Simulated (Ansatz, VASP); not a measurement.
## CuO in VASP and in Ansatz

Contents of INCAR:

```
SYSTEM = CuO
ALGO = Normal ; EDIFF = 1E-7
ENCUT = 520 ; GGA = PE
ISIF = 2 ; ISMEAR = -1
LASPH = .True. ; LCHARG = .False.
LREAL = .False. ; LWAVE = .False.
NBANDS = 25 ; NELM = 60
PREC = Accurate ; SIGMA = 0.05
```

KPOINTS

```
k-points
0
Gamma
  8 8 6
  0 0 0
```

File POSCAR:

```
CuO
1.0
    3.4220509700      0.0000000000      0.0000000000
    0.0000000000      3.4220509700      0.0000000000
    0.0000000000      0.0000000000      4.2604614800
Cu O
2 2
Direct
    0.0041780000      0.4933590000     -0.0176060000
    0.5052420000     -0.0092820000      0.5076520000
   -0.0077000000     -0.0038130000      0.2533520000
   -0.0070720000     -0.0020800000      0.7443550000
```

Contents of input.yaml:

```yaml
crystal:
  lattice:
    - [3.42205097, 0.0, 0.0]
    - [0.0, 3.42205097, 0.0]
    - [0.0, 0.0, 4.26046148]
  atoms:
    - { symbol: Cu, position: [0.004178, 0.493359, -0.017606] }
    - { symbol: Cu, position: [0.505242, -0.009282, 0.507652] }
    - { symbol: O, position: [-0.0077, -0.003813, 0.253352] }
    - { symbol: O, position: [-0.007072, -0.00208, 0.744355] }
kpoints:
  mp_grid: { grid: [8, 8, 6] }
scf:
  occupations: { method: fermi_dirac, width: 0.05 }
hamiltonian:
  xc: pbe
  pseudopotentials: { kind: all_electron, lapw: { basis_error: 0.001 } }
output:
  forces: true
  stress: true
  eigenvalues: true
  populations: true
```

Change from the starting cell: atoms moved at random, drawn with an rms of 0.05 Å.

Alike in both runs: task single point; functional PBE; k mesh 8 × 8 × 6; occupations fermi-dirac, width 0.05 eV; no spin polarisation.

|  | VASP | Ansatz |
| --- | --- | --- |
| version | VASP 6.6.1 | Ansatz 0.2.0 |
| potentials or method | VASP PAW PBE potentials, release 64 (Cu, O), cutoff 520 eV | all-electron LAPW, scalar-relativistic |

VASP gave:

- gap on the k mesh at the Fermi level (eV): none
- pressure (GPa): -1.9
- traceless stress, the component that is largest in VASP (GPa): 23.32
- rms of the force components (eV/Å): 0.390

Problem. Which values does Ansatz return?

Solution. gap on the k mesh at the Fermi level (eV): none; pressure (GPa): -2.3; traceless stress, the component that is largest in VASP (GPa): 23.80; rms of the force components (eV/Å): 0.384.

Atom by atom the forces differ by 0.011 eV/Å (rms over components). A gap of «none» marks a metal or a gap that the smearing closes. Ansatz ran all-electron here, and VASP with PAW potentials.
